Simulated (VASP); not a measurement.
# CuI (R-3m) in VASP: a series of runs, part 2 of 2

VASP 6.6.1. The steps go on from the part before.

## Step 5: Single point, PBE

This run uses another cell than the first one, of 30.59 Å³/atom.

File INCAR:

```
SYSTEM = CuI
PREC     = Accurate       ! precision mode
ENCUT    = 520            ! plane-wave cutoff, eV
EDIFF    = 1E-7           ! SCF threshold, eV
ISMEAR   = -1             ! smearing method
SIGMA    = 0.05           ! smearing width, eV
LREAL    = .FALSE.        ! projectors in reciprocal space
LASPH    = .TRUE.         ! aspherical terms in the spheres
NELM     = 100            ! most SCF steps
ALGO     = Normal         ! electronic algorithm
ISIF     = 2              ! what is computed and relaxed
LWAVE    = .FALSE.        ! write WAVECAR
LCHARG   = .FALSE.        ! write CHGCAR
GGA      = PE             ! functional
NBANDS   = 26             ! bands
```

File KPOINTS:

```
regular mesh
0
G
  7 7 7
  0 0 0
```

File POSCAR:

```
CuI
1.0
    2.2507095758      1.2994477795      6.9718769823
   -2.2507095758      1.2994477795      6.9718769823
    0.0000000000     -2.5988955589      6.9718769823
I Cu
2 2
Direct
    0.5000000000      0.5000000000      0.5000000000
    0.0000000000      0.0000000000      0.0000000000
    0.8770150000      0.8770150000      0.8770150000
    0.1229850000      0.1229850000      0.1229850000
```

Potentials or basis: VASP PAW PBE potentials, release 64 (I, Cu).

Run with:

```console
$ cat potpaw_PBE.64/I/POTCAR potpaw_PBE.64/Cu/POTCAR > POTCAR
$ mpirun -np 1 vasp_std > vasp.out
```

OUTCAR:

```text
SYSTEM = CuI
   PREC = Accurate
   ENCUT = 520
   EDIFF = 1E-7
   ISMEAR = -1
   LREAL = .FALSE.
   LASPH = .TRUE.
   NELM = 100
   ISIF = 2
   GGA = PE

 ion  position               nearest neighbor table
   1  0.500  0.500  0.500-   4 2.75   4 2.75   3 2.75   3 2.75   4 2.75   3 2.75
   2  0.000  0.000  0.000-   3 2.57   4 2.57
   3  0.877  0.877  0.877-   2 2.57   1 2.75   1 2.75   1 2.75
   4  0.123  0.123  0.123-   2 2.57   1 2.75   1 2.75   1 2.75

  LATTYP: Found a trigonal (rhomboedric) cell.
 ALAT       =     7.4405192549
 COS(alpha) =     0.8169952243

  Lattice vectors:

 A1 = (   2.2507095758,   1.2994477795,   6.9718769823)
 A2 = (  -2.2507095758,   1.2994477795,   6.9718769823)
 A3 = (   0.0000000000,  -2.5988955589,   6.9718769823)

Analysis of symmetry for initial positions (statically):
=====================================================================
 Subroutine PRICEL returns:
 Original cell was already a primitive cell.

 Routine SETGRP: Setting up the symmetry group for a
 trigonal (rhombohedral) supercell.

[... 166 lines left out ...]

  energy without entropy =      -10.11383389  energy(sigma->0) =      -10.11528568

 E-fermi :   3.1625     XC(G=0):  -8.4990

 val. band max:        3.1321646601   @ k =   0.1429   0.1429   0.1429
 cond. band min:       3.3956961450   @ k =   0.2857   0.2857   0.2857
 fundamental gap:      0.2635314849
 Fermi energy:         3.1625368698

 k-point     1 :       0.0000    0.0000    0.0000
  band No.  band energies     occupation
      1     -11.0221      2.00000
      2      -8.6809      2.00000
      3      -1.7647      2.00000
      4      -1.3740      2.00000
      5      -1.3740      2.00000
      6      -0.3254      2.00000
[... 685 lines left out ...]
     25      10.2213      0.00000
     26      10.7404      0.00000

 [... further k-points ...]

------------------------ aborting loop because EDIFF is reached ----------------------------------------

  FORCE on cell =-STRESS in cart. coord.  units (eV):
  Direction    XX          YY          ZZ          XY          YZ          ZX
  --------------------------------------------------------------------------------------
  -------------------------------------------------------------------------------------
  Total       -0.6926217     -0.6926217     -1.4615496     -0.0000000     -0.0000000      0.0000000
  in kB       -9.0704206     -9.0704206    -19.1401305     -0.0000000     -0.0000000      0.0000000
  external PRESSURE =     -12.4269905 kB  Pullay stress =       0.0000000 kB

 VOLUME and BASIS-vectors are now :
 -----------------------------------------------------------------------------
  energy-cutoff  :      520.00
  volume of cell :      122.34
      direct lattice vectors                 reciprocal lattice vectors
     2.250709576  1.299447779  6.971876982     0.222152163  0.128259611  0.047811132
    -2.250709576  1.299447779  6.971876982    -0.222152163  0.128259611  0.047811132
     0.000000000 -2.598895559  6.971876982     0.000000000 -0.256519222  0.047811132

 POSITION                                       TOTAL-FORCE (eV/Angst)
 -----------------------------------------------------------------------------------
      0.00000      0.00000     10.45782         0.000000     -0.000000      0.000000
      0.00000      0.00000      0.00000        -0.000000      0.000000      0.000000
      0.00000      0.00000     18.34332        -0.000000      0.000000      0.118242
      0.00000      0.00000      2.57231        -0.000000     -0.000000     -0.118242
 -----------------------------------------------------------------------------------
    total drift:                                0.000000      0.000000      0.000000

  FREE ENERGIE OF THE ION-ELECTRON SYSTEM (eV)
  ---------------------------------------------------
  free  energy   TOTEN  =       -10.1167374633 eV

  energy  without entropy=      -10.1138338933  energy(sigma->0) =      -10.11528568
```

It took 6.2 min on 1 thread of Intel Xeon Platinum 8259CL at 2.50GHz (Skylake/Cascade Lake), shared host; peak memory 0.46 GiB.

Results:

```yaml
Free_energy: -10.1167 eV
Pressure: -1.2 GPa
Largest_force: 0.118 eV/Å
Band_gap_on_the_k_mesh: zero (filled and empty bands touch)
```

Forces in eV/Å, atoms in the order of the input:
```
I    0.000  0.000  0.000
I    0.000  0.000  0.000
Cu   0.000  0.000  0.118
Cu   0.000  0.000 -0.118
```

Stress tensor (GPa, compression positive):
```
-0.91  0.00  0.00
 0.00 -0.91  0.00
 0.00  0.00 -1.91
```

Levels at points of the mesh, in eV from the Fermi level:
```tsv
k point	band 16	band 17	band 18	band 19	band 20	band 21
(0.00, 0.00, 0.00)	-0.54	-0.25	-0.06	-0.06	3.25	3.25
```

Caveat: semilocal functionals underestimate gaps, and a narrow one can read as zero; spin-orbit coupling is left out, which moves the levels of the heavy elements.

## Step 6: Summary

```csv
cell,gap on the mesh (eV),pressure (GPa),largest force (eV/Å)
"a = 7.297 Å, angles 35.2°, 4 atoms",none,0.7,-
"a = 7.346 Å, angles 35.2°, 4 atoms",none,0.0,0.04
"a = 7.393 Å, angles 35.2°, 4 atoms",none,-0.5,0.08
"a = 7.441 Å, angles 35.2°, 4 atoms",none,-1.2,0.12
```

Alike in all rows: task single point; level PBE; potentials or basis VASP PAW PBE potentials, release 64 (I, Cu); no spin polarisation; k mesh 7 × 7 × 7; cutoff (eV) 520; smearing fermi-dirac 0.05 eV.

Caveats: semilocal functionals underestimate gaps, and a narrow one can read as zero; spin-orbit coupling is left out, which moves the levels of the heavy elements.

Total energies depend on the potentials used, so only differences within one code and one set of settings carry meaning.

The gap in the log of VASP goes by the Fermi energy; the results here count the filled bands.